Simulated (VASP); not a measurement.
Crystal: In3Se.

```
In Se
1.0
     4.70569    0.00000    0.00000
     0.00000    4.70569    0.00000
     0.00000    0.00000    4.70569
In Se
3 1
Direct
  0.50000 0.50000 0.00000
  0.50000 0.00000 0.50000
  0.00000 0.50000 0.50000
  0.00000 0.00000 0.00000
```

Base run:

| Quantity | Value |
| --- | --- |
| Program | VASP 6.6.1 |
| Functional | r2SCAN |
| Potentials or basis | VASP PAW PBE potentials, release 64 (In_d, Se) |
| Cutoff | 520 eV |
| k mesh | 6 × 6 × 6 |
| Occupations | fermi-dirac, width 0.05 eV |
| Spin | no spin polarisation |

Its results: pressure 1.0 GPa.

Question: The run is repeated on the same cell with these changes: functional from r2SCAN to LDA; potentials or basis from VASP PAW PBE potentials, release 64 (In_d, Se) to VASP PAW LDA potentials, release 64 (In_d, Se). What comes out?

Answer: Pressure -2.4 GPa.

Caveats: the PAW data sets were made with another functional, which shifts forces and pressure a little (some runs).
